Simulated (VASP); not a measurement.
# Ge (Fd-3m) in VASP: notebook

Ge is run at these levels: PBE, PBE+D4; tasks: single point.

Everything below comes from runs of VASP 6.6.1. Logs are shortened: lines on timing, memory, paths and dates and some standing lists are left out, and cuts for length are marked.

### Step 1. The cell of the first run

It takes space group Fd-3m (No. 227, cubic). Conventional cell: a = 5.658 Å, b = 5.658 Å, c = 5.658 Å, α = 90.00°, β = 90.00°, γ = 90.00°. Ge (site symmetry -43m) has 4 Ge at 2.45 Å within 3.2 Å.

### Step 2. Single point, PBE

Input file INCAR:

```
SYSTEM = Ge
PREC = Accurate ; ENCUT = 520
EDIFF = 1E-6 ; ISMEAR = -1
SIGMA = 0.03 ; LREAL = .False.
LASPH = .True. ; NELM = 60
ALGO = Normal ; ISIF = 2
LWAVE = .False. ; LCHARG = .True.
GGA = PE ; LELF = .True.
LVHAR = .True. ; NBANDS = 21
```

Input file KPOINTS:

```
regular mesh
0
Gamma
  6 6 6
  0 0 0
```

Input file POSCAR:

```
Ge
1.0
    0.0000000000      2.8289100000      2.8289100000
    2.8289100000      0.0000000000      2.8289100000
    2.8289100000      2.8289100000      0.0000000000
Ge
2
Direct
    0.7500000000      0.7500000000      0.7500000000
    0.5000000000      0.5000000000      0.5000000000
```

Potentials or basis: VASP PAW PBE potentials, release 64 (Ge_d).

Run with:

```
$ cat potpaw_PBE.64/Ge_d/POTCAR > POTCAR
$ mpirun -np 1 vasp_std > vasp.out
```

OUTCAR:

```text
SYSTEM = Ge
   PREC = Accurate
   ENCUT = 520
   EDIFF = 1E-6
   ISMEAR = -1
   LREAL = .False.
   LASPH = .True.
   NELM = 60
   ISIF = 2
   GGA = PE

 ion  position               nearest neighbor table
   1  0.750  0.750  0.750-   2 2.45   2 2.45   2 2.45   2 2.45
   2  0.500  0.500  0.500-   1 2.45   1 2.45   1 2.45   1 2.45

  LATTYP: Found a face centered cubic cell.
 ALAT       =     5.6578200000

  Lattice vectors:

 A1 = (   0.0000000000,   2.8289100000,   2.8289100000)
 A2 = (   2.8289100000,   0.0000000000,   2.8289100000)
 A3 = (   2.8289100000,   2.8289100000,   0.0000000000)

Analysis of symmetry for initial positions (statically):
=====================================================================
 Subroutine PRICEL returns:
 Original cell was already a primitive cell.

 Routine SETGRP: Setting up the symmetry group for a
 face centered cubic supercell.

 Subroutine GETGRP returns: Found 48 space group operations
 (whereof 24 operations were pure point group operations)
 out of a pool of 48 trial point group operations.

The static configuration has the point symmetry T_d .
 The point group associated with its full space group is O_h .

Analysis of symmetry for dynamics (positions and initial velocities):
=====================================================================
 Subroutine PRICEL returns:
 Original cell was already a primitive cell.

 Routine SETGRP: Setting up the symmetry group for a
 face centered cubic supercell.

 Subroutine GETGRP returns: Found 48 space group operations
 (whereof 24 operations were pure point group operations)
 out of a pool of 48 trial point group operations.

The dynamic configuration has the point symmetry T_d .
 The point group associated with its full space group is O_h .

 Subroutine INISYM returns: Found 48 space group operations
 (whereof 24 operations are pure point group operations),
 and found     1 'primitive' translations

----------------------------------------------------------------------------------------

                                     Primitive cell

  volume of cell :      45.2780

  direct lattice vectors                    reciprocal lattice vectors
     0.000000000  2.828910000  2.828910000    -0.176746521  0.176746521  0.176746521
     2.828910000  0.000000000  2.828910000     0.176746521 -0.176746521  0.176746521
[... 69 lines left out ...]
   ICHARG =      2    charge: 1-file 2-atom 10-const
   ISPIN  =      1    spin polarized calculation?
   LNONCOLLINEAR =      F non collinear calculations
   LSORBIT =      F    spin-orbit coupling
   LASPH  =      T    aspherical Exc in radial PAW
   ENCUT  =  520.0 eV  38.22 Ry    6.18 a.u.   7.44  7.44  7.44*2*pi/ulx,y,z
   NELM   =     60;   NELMIN=  2; NELMDL= -5     # of ELM steps
   EDIFF  = 0.1E-05   stopping-criterion for ELM
   LREAL  =      F    real-space projection
   EDIFFG = 0.1E-04   stopping-criterion for IOM
   NSW    =      0    number of steps for IOM
   IBRION =     -1    ionic relax: 0-MD 1-quasi-New 2-CG
   NFREE  =      0    steps in history (QN), initial steepest desc. (CG)
   ISIF   =      2    stress and relaxation
   ISYM   =      2    0-nonsym 1-usesym 2-fastsym
   POTIM  = 0.5000    time-step for ionic-motion
   TEBEG  =    0.0;   TEEND  =   0.0 temperature during run
   PSTRESS=    0.0 pullay stress
   NELECT =      28.0000    total number of electrons
   NUPDOWN=      -1.0000    fix difference up-down
   EMIN   =  10.00;   EMAX   =-10.00  energy-range for DOS
   EFERMI =   0.00;   METHOD = LEGACY
   ISMEAR =    -1;   SIGMA  =   0.03  broadening in eV -4-tet -1-fermi 0-gaus
   EFERMI_NEDOS =   21; number of points for ismear=-14 and -15
   IALGO  =     38    algorithm
   IMIX   =      4    mixing-type and parameters
     AMIX     =   0.40;   BMIX     =  1.00
     AMIX_MAG =   1.60;   BMIX_MAG =  1.00
  volume/ion in A,a.u.               =      22.64       152.78
  Fermi-wavevector in a.u.,A,eV,Ry     =   1.394756  2.635708 26.468033  1.945346
  Thomas-Fermi vector in A             =   2.518275
   LORBIT       =      0    0 simple, 1 ext, 2 COOP (PROOUT), +10 PAW based schemes
   GGA     = PE    functional components
   LHFCALC =     F    Hartree Fock is set to
   AEXX    =    0.0000 exact exchange contribution
   IVDW    =     0    specifies the selected vdW correction
   LEPSILON=     F    determine dielectric tensor
   LRPA    =     F    only Hartree local field effects (RPA)
 non-spin polarized calculation
  energy-cutoff  :      520.00
  volume of cell :       45.28
 maximum number of plane-waves:      1243
 NGX is ok and might be reduce to    30
   NGX = 15   NGY = 15   NGZ = 15

 number of electron      28.0000022 magnetization

 Free energy of the ion-electron system (eV)
  ---------------------------------------------------
  ext. energy  EPLUGINS =         0.00000000
  ---------------------------------------------------
  free energy    TOTEN  =        -8.96512031 eV

  energy without entropy =       -8.96446000  energy(sigma->0) =       -8.96479015

 E-fermi :   5.0443     XC(G=0):  -9.9172

 val. band max:        5.0376752621   @ k =   0.0000   0.0000   0.0000
 cond. band min:       5.1858859158   @ k =   0.5000   0.0000   0.0000
 fundamental gap:      0.1482106537
 Fermi energy:         5.0442610049

 k-point     1 :       0.0000    0.0000    0.0000
  band No.  band energies     occupation
      1     -19.8103      2.00000
      2     -19.8103      2.00000
      3     -19.8103      2.00000
      4     -19.7743      2.00000
      5     -19.7743      2.00000
      6     -19.5637      2.00000
[... 373 lines left out ...]
     20      16.0470      0.00000
     21      17.9476      0.00000

------------------------ aborting loop because EDIFF is reached ----------------------------------------

  FORCE on cell =-STRESS in cart. coord.  units (eV):
  Direction    XX          YY          ZZ          XY          YZ          ZX
  --------------------------------------------------------------------------------------
  -------------------------------------------------------------------------------------
  Total        1.0076055      1.0076055      1.0076055     -0.0000000     -0.0000000     -0.0000000
  in kB       35.6544473     35.6544473     35.6544473     -0.0000000     -0.0000000     -0.0000000
  external PRESSURE =      35.6544473 kB  Pullay stress =       0.0000000 kB

 VOLUME and BASIS-vectors are now :
 -----------------------------------------------------------------------------
  energy-cutoff  :      520.00
  volume of cell :       45.28
      direct lattice vectors                 reciprocal lattice vectors
     0.000000000  2.828910000  2.828910000    -0.176746521  0.176746521  0.176746521
     2.828910000  0.000000000  2.828910000     0.176746521 -0.176746521  0.176746521
     2.828910000  2.828910000  0.000000000     0.176746521  0.176746521 -0.176746521

 POSITION                                       TOTAL-FORCE (eV/Angst)
 -----------------------------------------------------------------------------------
      4.24336      4.24336      4.24336         0.000000      0.000000      0.000000
      2.82891      2.82891      2.82891        -0.000000     -0.000000     -0.000000
 -----------------------------------------------------------------------------------
    total drift:                                0.000000     -0.000000     -0.000000

  FREE ENERGIE OF THE ION-ELECTRON SYSTEM (eV)
  ---------------------------------------------------
  free  energy   TOTEN  =        -8.9651203081 eV

  energy  without entropy=       -8.9644599986  energy(sigma->0) =       -8.96479015
```

OSZICAR:

```text
N       E                     dE             d eps       ncg     rms          rms(c)
DAV:   1     0.194383157286E+03    0.19438E+03   -0.14698E+04   772   0.367E+03
DAV:   2     0.195150234308E+02   -0.17487E+03   -0.16949E+03   672   0.624E+02
DAV:   3    -0.809955455657E+01   -0.27615E+02   -0.27404E+02   762   0.144E+02
DAV:   4    -0.904053372666E+01   -0.94098E+00   -0.94029E+00   757   0.320E+01
DAV:   5    -0.905528402529E+01   -0.14750E-01   -0.14750E-01   767   0.433E+00    0.323E+00
DAV:   6    -0.899455498689E+01    0.60729E-01   -0.22437E-02   757   0.144E+00    0.191E+00
DAV:   7    -0.896308521464E+01    0.31470E-01   -0.49986E-02   773   0.196E+00    0.150E-01
DAV:   8    -0.896488260070E+01   -0.17974E-02   -0.58675E-03   737   0.895E-01    0.446E-02
DAV:   9    -0.896510400131E+01   -0.22140E-03   -0.26286E-04   757   0.173E-01    0.144E-02
DAV:  10    -0.896511821038E+01   -0.14209E-04   -0.31201E-05   770   0.662E-02    0.637E-03
DAV:  11    -0.896512015305E+01   -0.19427E-05   -0.50867E-06   654   0.310E-02    0.195E-03
DAV:  12    -0.896512030808E+01   -0.15503E-06   -0.24885E-07   549   0.533E-03
   1 F= -.89651203E+01 E0= -.89647902E+01  d E =-.660309E-03
```

Wall time 9.7 s (1 thread of Intel Xeon 6975P-C (Granite Rapids), shared host); peak memory 0.16 GiB.

What came out:

- Free energy: -8.9651 eV
- Pressure: 3.6 GPa

### Step 3. Single point, PBE+D4, collinear spin (volume scaled by 0.94)

Input file INCAR:

```
PREC = Accurate
ENCUT = 520
EDIFF = 1E-6
ISMEAR = -1
SIGMA = 0.1
LREAL = F
LASPH = T
NELM = 150
ALGO = Normal
ISIF = 2
LWAVE = F
LCHARG = F
ISPIN = 2
MAGMOM = 1 0
LORBIT = 11
NUPDOWN = 1.0
GGA = PE
IVDW = 13
NBANDS = 25
```

Input file KPOINTS:

```
Automatic mesh
0
Gamma
  8 8 8
```

Input file POSCAR:

```
Ge
1.0
    0.0000000000      2.7711609388      2.7711609388
    2.7711609388      0.0000000000      2.7711609388
    2.7711609388      2.7711609388      0.0000000000
Ge
2
Direct
    0.7500000000      0.7500000000      0.7500000000
    0.5000000000      0.5000000000      0.5000000000
```

Potentials or basis: VASP PAW PBE potentials, release 64 (Ge_d).

Run with:

```
$ cat potpaw_PBE.64/Ge_d/POTCAR > POTCAR
$ mpirun -np 1 vasp_std > vasp.out
```

Run time: 37 s. Hardware: 1 thread of Intel Xeon 6975P-C (Granite Rapids), shared host; peak memory 0.2 GiB.

Results (log left out):

| Item | Value |
| --- | --- |
| Free energy | -8.3852 eV |
| Pressure | 10.6 GPa |
| Net moment | 1.00 μB per cell |
| Site moments | Ge +0.29 μB |
| Valence electrons inside the program's atomic spheres | Ge 12.46 |
| Dispersion energy per atom | -0.348 eV |

Caveat: the total moment is fixed, so each spin has its own Fermi level.

[end of part 1 of 2]
